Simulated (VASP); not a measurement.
# Sc (P6_3/mmc) in VASP: a series of runs

Runs on Sc. Level: PBEsol. Tasks: single point, relaxation of volume and atoms at fixed shape.

All numbers are computed with VASP 6.6.1; they aren't measurements. Logs are shortened: lines on timing, memory, paths and dates and some standing lists are left out, and cuts for length are marked.

### Step 1. The cell of the first run

It takes space group P6_3/mmc (No. 194, hexagonal). The conventional cell has a = 3.250 Å, b = 3.250 Å, c = 5.180 Å, α = 90.00°, β = 90.00°, γ = 120.00°. Within 4.2 Å of Sc (site symmetry -6m2) lie 12 Sc at 3.20 to 3.25 Å.

### Step 2. Single point, PBEsol

Contents of INCAR:

```
PREC     = Accurate       # precision mode
ENCUT    = 520            # plane-wave cutoff, eV
EDIFF    = 1E-6           # SCF threshold, eV
ISMEAR   = 1              # smearing method
SIGMA    = 0.1            # smearing width, eV
LREAL    = F              # projectors in reciprocal space
LASPH    = T              # aspherical terms in the spheres
NELM     = 80             # most SCF steps
ALGO     = Normal         # electronic algorithm
ISIF     = 2              # what is computed and relaxed
LWAVE    = F              # write WAVECAR
LCHARG   = F              # write CHGCAR
GGA      = PS             # functional
NBANDS   = 18             # bands
```

Contents of KPOINTS:

```
Automatic mesh
0
Gamma
  9 9 5
```

Contents of POSCAR:

```
Sc
1.0
    3.2504638315      0.0000000000      0.0000000000
   -1.6252319157      2.8149842521      0.0000000000
    0.0000000000      0.0000000000      5.1800154443
Sc
2
Direct
    0.3333333333      0.6666666667      0.2500000000
    0.6666666667      0.3333333333      0.7500000000
```

Potentials or basis: VASP PAW PBE potentials, release 64 (Sc_sv).

On the command line:

```sh
$ cat potpaw_PBE.64/Sc_sv/POTCAR > POTCAR
$ mpirun -np 1 vasp_std > vasp.out
```

OUTCAR:

```text
PREC = Accurate
   ENCUT = 520
   EDIFF = 1E-6
   ISMEAR = 1
   LREAL = F
   LASPH = T
   NELM = 80
   ISIF = 2
   GGA = PS

 ion  position               nearest neighbor table
   1  0.333  0.667  0.250-   2 3.20   2 3.20   2 3.20   2 3.20   2 3.20   2 3.20
   2  0.667  0.333  0.750-   1 3.20   1 3.20   1 3.20   1 3.20   1 3.20   1 3.20

  LATTYP: Found a hexagonal cell.
 ALAT       =     3.2504638315
 C/A-ratio  =     1.5936234682

  Lattice vectors:

 A1 = (   3.2504638315,   0.0000000000,   0.0000000000)
 A2 = (  -1.6252319157,   2.8149842521,   0.0000000000)
 A3 = (   0.0000000000,   0.0000000000,   5.1800154443)

Analysis of symmetry for initial positions (statically):
=====================================================================
 Subroutine PRICEL returns:
 Original cell was already a primitive cell.

 Routine SETGRP: Setting up the symmetry group for a
 hexagonal supercell.

 Subroutine GETGRP returns: Found 24 space group operations
 (whereof 12 operations were pure point group operations)
 out of a pool of 24 trial point group operations.

The static configuration has the point symmetry D_3d.
 The point group associated with its full space group is D_6h.

Analysis of symmetry for dynamics (positions and initial velocities):
=====================================================================
 Subroutine PRICEL returns:
 Original cell was already a primitive cell.

 Routine SETGRP: Setting up the symmetry group for a
 hexagonal supercell.

 Subroutine GETGRP returns: Found 24 space group operations
 (whereof 12 operations were pure point group operations)
 out of a pool of 24 trial point group operations.

The dynamic configuration has the point symmetry D_3d.
 The point group associated with its full space group is D_6h.

 Subroutine INISYM returns: Found 24 space group operations
 (whereof 12 operations are pure point group operations),
 and found     1 'primitive' translations

----------------------------------------------------------------------------------------

                                     Primitive cell

  volume of cell :      47.3972

  direct lattice vectors                    reciprocal lattice vectors
     3.250463831  0.000000000  0.000000000     0.307648401  0.177620887  0.000000000
    -1.625231916  2.814984252  0.000000000     0.000000000  0.355241774  0.000000000
     0.000000000  0.000000000  5.180015444     0.000000000  0.000000000  0.193049617
[... 76 lines left out ...]
   ISTART =      0    job   : 0-new  1-cont  2-samecut
   ICHARG =      2    charge: 1-file 2-atom 10-const
   ISPIN  =      1    spin polarized calculation?
   LNONCOLLINEAR =      F non collinear calculations
   LSORBIT =      F    spin-orbit coupling
   LASPH  =      T    aspherical Exc in radial PAW
   ENCUT  =  520.0 eV  38.22 Ry    6.18 a.u.   6.04  6.04  9.63*2*pi/ulx,y,z
   NELM   =     80;   NELMIN=  2; NELMDL= -5     # of ELM steps
   EDIFF  = 0.1E-05   stopping-criterion for ELM
   LREAL  =      F    real-space projection
   EDIFFG = 0.1E-04   stopping-criterion for IOM
   NSW    =      0    number of steps for IOM
   IBRION =     -1    ionic relax: 0-MD 1-quasi-New 2-CG
   NFREE  =      0    steps in history (QN), initial steepest desc. (CG)
   ISIF   =      2    stress and relaxation
   ISYM   =      2    0-nonsym 1-usesym 2-fastsym
   POTIM  = 0.5000    time-step for ionic-motion
   TEBEG  =    0.0;   TEEND  =   0.0 temperature during run
   PSTRESS=    0.0 pullay stress
   NELECT =      22.0000    total number of electrons
   NUPDOWN=      -1.0000    fix difference up-down
   EMIN   =  10.00;   EMAX   =-10.00  energy-range for DOS
   EFERMI =   0.00;   METHOD = LEGACY
   ISMEAR =     1;   SIGMA  =   0.10  broadening in eV -4-tet -1-fermi 0-gaus
   EFERMI_NEDOS =   21; number of points for ismear=-14 and -15
   IALGO  =     38    algorithm
   IMIX   =      4    mixing-type and parameters
     AMIX     =   0.40;   BMIX     =  1.00
     AMIX_MAG =   1.60;   BMIX_MAG =  1.00
  volume/ion in A,a.u.               =      23.70       159.93
  Fermi-wavevector in a.u.,A,eV,Ry     =   1.267550  2.395321 21.860233  1.606682
  Thomas-Fermi vector in A             =   2.400692
   LORBIT       =      0    0 simple, 1 ext, 2 COOP (PROOUT), +10 PAW based schemes
   GGA     = PS    functional components
   LHFCALC =     F    Hartree Fock is set to
   AEXX    =    0.0000 exact exchange contribution
   IVDW    =     0    specifies the selected vdW correction
   LEPSILON=     F    determine dielectric tensor
   LRPA    =     F    only Hartree local field effects (RPA)
 non-spin polarized calculation
 Methfessel and Paxton  Order N= 1 SIGMA  =   0.10
  energy-cutoff  :      520.00
  volume of cell :       47.40
 maximum number of plane-waves:      1302
   NGX = 13   NGY = 13   NGZ = 19

 number of electron      21.9999996 magnetization

 Free energy of the ion-electron system (eV)
  ---------------------------------------------------
  ext. energy  EPLUGINS =         0.00000000
  ---------------------------------------------------
  free energy    TOTEN  =       -13.20401532 eV

  energy without entropy =      -13.20178995  energy(sigma->0) =      -13.20327353

 E-fermi :   3.8068     XC(G=0): -10.1528

 val. band max:        3.8050966745   @ k =   0.1111   0.1111   0.0000
 cond. band min:       3.8080823754   @ k =   0.1111   0.1111   0.2000
 fundamental gap:      0.0029857009
 Fermi energy:         3.8068060182

 k-point     1 :       0.0000    0.0000    0.0000
  band No.  band energies     occupation
      1     -45.3019      2.00000
      2     -45.2232      2.00000
      3     -24.2451      2.00000
      4     -23.8517      2.00000
      5     -23.8517      2.00000
      6     -23.7838      2.00000
[... 481 lines left out ...]
      5     -24.0930      2.00000
      6     -23.9788      2.00000
[... 10 lines left out ...]
     17       7.5729      0.00000
     18       7.5729      0.00000

 [... further k-points ...]
[... 5 lines left out ...]
  --------------------------------------------------------------------------------------
  -------------------------------------------------------------------------------------
  Total        0.1633085      0.1633085     -0.3735008      0.0000000      0.0000000     -0.0000000
  in kB        5.5203546      5.5203546    -12.6255325      0.0000000      0.0000000     -0.0000000
  external PRESSURE =      -0.5282744 kB  Pullay stress =       0.0000000 kB

 VOLUME and BASIS-vectors are now :
 -----------------------------------------------------------------------------
  energy-cutoff  :      520.00
  volume of cell :       47.40
      direct lattice vectors                 reciprocal lattice vectors
     3.250463831  0.000000000  0.000000000     0.307648401  0.177620887  0.000000000
    -1.625231916  2.814984252  0.000000000     0.000000000  0.355241774  0.000000000
     0.000000000  0.000000000  5.180015444     0.000000000  0.000000000  0.193049617

 POSITION                                       TOTAL-FORCE (eV/Angst)
 -----------------------------------------------------------------------------------
     -0.00000      1.87666      1.29500        -0.000000      0.000000      0.000000
      1.62523      0.93833      3.88501         0.000000      0.000000      0.000000
 -----------------------------------------------------------------------------------
    total drift:                               -0.000000      0.000000     -0.000000

  FREE ENERGIE OF THE ION-ELECTRON SYSTEM (eV)
  ---------------------------------------------------
  free  energy   TOTEN  =       -13.2040153233 eV

  energy  without entropy=      -13.2017899525  energy(sigma->0) =      -13.20327353
```

OSZICAR:

```text
N       E                     dE             d eps       ncg     rms          rms(c)
DAV:   1     0.351935347941E+03    0.35194E+03   -0.11102E+04  1296   0.132E+03
DAV:   2     0.695292487581E+01   -0.34498E+03   -0.33830E+03  1568   0.542E+02
DAV:   3    -0.143391049870E+02   -0.21292E+02   -0.20490E+02  2056   0.162E+02
DAV:   4    -0.147038189605E+02   -0.36471E+00   -0.36226E+00  1988   0.206E+01
DAV:   5    -0.147096110767E+02   -0.57921E-02   -0.57903E-02  2198   0.258E+00    0.821E+00
DAV:   6    -0.133919883303E+02    0.13176E+01   -0.29204E+00  1712   0.190E+01    0.245E+00
DAV:   7    -0.132168426800E+02    0.17515E+00   -0.76326E-01  1760   0.879E+00    0.840E-01
DAV:   8    -0.132055800441E+02    0.11263E-01   -0.31311E-02  1598   0.225E+00    0.258E-01
DAV:   9    -0.132040011794E+02    0.15789E-02   -0.80711E-03  1806   0.942E-01    0.197E-02
DAV:  10    -0.132040162779E+02   -0.15098E-04   -0.11247E-04  1932   0.145E-01    0.573E-03
DAV:  11    -0.132040144574E+02    0.18205E-05   -0.22045E-06  1482   0.155E-02    0.191E-03
DAV:  12    -0.132040153233E+02   -0.86597E-06   -0.49379E-07   948   0.109E-02
   1 F= -.13204015E+02 E0= -.13203274E+02  d E =-.222537E-02
```

It took 24 s on 1 thread of Intel Xeon Platinum 8488C (Sapphire Rapids), shared host; peak memory 0.16 GiB.

What came out:

```
Free energy            : -13.2040 eV
Pressure               : -0.1 GPa
Band gap on the k mesh : zero (bands 11 and 12 overlap by 1.22 eV)
```

Stress tensor (GPa, compression positive):
```
 0.55  0.00  0.00
 0.00  0.55  0.00
 0.00  0.00 -1.26
```

Caveat: the PAW data sets were made with another functional, which shifts forces and pressure a little.

### Step 3. Relaxation of volume and atoms at fixed shape, PBEsol

This run uses another cell than the first one, of 25.00 Å³/atom.

Contents of INCAR:

```
SYSTEM = Sc
PREC = Accurate
ENCUT = 600
EDIFF = 1E-7
ISMEAR = 1
SIGMA = 0.1
LREAL = .False.
LASPH = .True.
NELM = 100
ALGO = Normal
ISIF = 8
LWAVE = .False.
LCHARG = .False.
GGA = PS
IBRION = 2
NSW = 80
EDIFFG = -0.03
```

Contents of KPOINTS:

```
regular mesh
0
Gamma
  9 9 5
  0 0 0
```

Contents of POSCAR:

```
Sc
1.0
    3.3090000000      0.0000000000      0.0000000000
   -1.6545000000      2.8656780000      0.0000000000
    0.0000000000      0.0000000000      5.2733000000
Sc
2
Direct
    0.3333333333      0.6666666667      0.2500000000
    0.6666666667      0.3333333333      0.7500000000
```

Potentials or basis: VASP PAW PBE potentials, release 64 (Sc_sv).

On the command line:

```sh
$ cat potpaw_PBE.64/Sc_sv/POTCAR > POTCAR
$ mpirun -np 1 vasp_std > vasp.out
```

Run time: 68 s. Hardware: 1 thread of Intel Xeon Platinum 8488C (Sapphire Rapids), shared host; peak memory 0.19 GiB.

It converged, with:

```
Free energy                           : -13.2052 eV
Relaxed volume                        : 23.70 Å³/atom
Relaxed cell                          : a = 3.251 Å, b = 3.251 Å, c = 5.180 Å, α = 90.00°, β = 90.00°, γ = 120.00°
Space group after relaxing (to 0.1 Å) : P6_3/mmc (No. 194)
Energy gained by relaxing             : 11.7 meV/atom
Ionic steps                           : 3
Pressure after relaxing               : 0.0 GPa
Band gap on the k mesh                : zero (bands 11 and 12 overlap by 1.22 eV)
```

Stress tensor (GPa, compression positive):
```
 0.61  0.00  0.00
 0.00  0.61  0.00
 0.00  0.00 -1.20
```

The path:
| step | energy change (eV) | largest force (eV/Å) | pressure (GPa) | volume (Å³) |
| --- | --- | --- | --- | --- |
| 1 | 0.0000 | 0.0000 | -2.80 | 50.00 |
| 2 | -0.0225 | 0.0000 | 0.63 | 46.91 |
| 3 | -0.0235 | 0.0000 | 0.01 | 47.41 |

Final structure:
```cif
data_structure
_symmetry_space_group_name_H-M 'P 1'
_symmetry_Int_Tables_number 1
_cell_length_a 3.2508
_cell_length_b 3.2508
_cell_length_c 5.1805
_cell_angle_alpha 90.000
_cell_angle_beta 90.000
_cell_angle_gamma 120.000
_cell_volume 47.41
loop_
_atom_site_label
_atom_site_type_symbol
_atom_site_fract_x
_atom_site_fract_y
_atom_site_fract_z
_atom_site_occupancy
Sc1 Sc 0.33333 0.66667 0.25000 1
Sc2 Sc 0.66667 0.33333 0.75000 1
```

Levels at points of the mesh, in eV from the Fermi level:
| k point | band 9 | band 10 | band 11 | band 12 | band 13 | band 14 |
| --- | --- | --- | --- | --- | --- | --- |
| (0.00, 0.00, 0.00) | -5.21 | -1.74 | 0.54 | 1.65 | 1.65 | 1.78 |

Caveat: the PAW data sets were made with another functional, which shifts forces and pressure a little.
